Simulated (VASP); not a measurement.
Here is a VASP 6.6.1 calculation.

The input INCAR:

```
ALGO = Normal
EDIFF = 1E-7
ENCUT = 520
GGA = PS
ISIF = 2
ISMEAR = 0
LASPH = True
LCHARG = False
LREAL = False
LWAVE = False
NBANDS = 46
NELM = 80
PREC = Accurate
SIGMA = 0.05
```

The input KPOINTS:

```
k-points
0
Gamma
  6 6 6
```

POSCAR

```
ZnS
1.0
    5.3565181498      0.0000000000      0.0000000000
    0.0000000000     -5.3565181498      0.0000000000
    0.0000000000      0.0000000000     -5.3565181498
Zn S
4 4
Direct
    0.0356423381      0.0356423381      0.0000000000
    0.5000000000      0.5000000000      0.0000000000
    0.5000000000      0.0000000000      0.5000000000
    0.0000000000      0.5000000000      0.5000000000
    0.7500000000      0.7500000000      0.7500000000
    0.2500000000      0.2500000000      0.7500000000
    0.2500000000      0.7500000000      0.2500000000
    0.7500000000      0.2500000000      0.2500000000
```

Potentials or basis: VASP PAW PBE potentials, release 64 (Zn, S).

Command:

```console
$ cat potpaw_PBE.64/Zn/POTCAR potpaw_PBE.64/S/POTCAR > POTCAR
$ mpirun -np 1 vasp_std > vasp.out
```

**Question.** What does it give for the band gap on the k mesh?

**Answer.** 2.00 eV, direct.

**Question.** Estimate the largest force.

**Answer.** 2.337 eV/Å.

**Question.** Estimate the pressure.

**Answer.** 0.9 GPa.

Forces in eV/Å, atoms in the order of the input:
```
Zn  -1.515  1.515 -0.934
Zn   0.226 -0.226  0.013
Zn   0.222  0.268 -0.007
Zn  -0.268 -0.222 -0.007
S    0.312 -0.312 -0.270
S    0.968 -0.968  1.097
S   -0.030 -0.085  0.054
S    0.085  0.030  0.054
```

Caveat: the cell differs from its parent crystal (atom 1 (Zn) moved -0.270 Å towards its neighbour atom 2 (Zn) at 3.788 Å); the PAW data sets were made with another functional, which shifts forces and pressure a little.
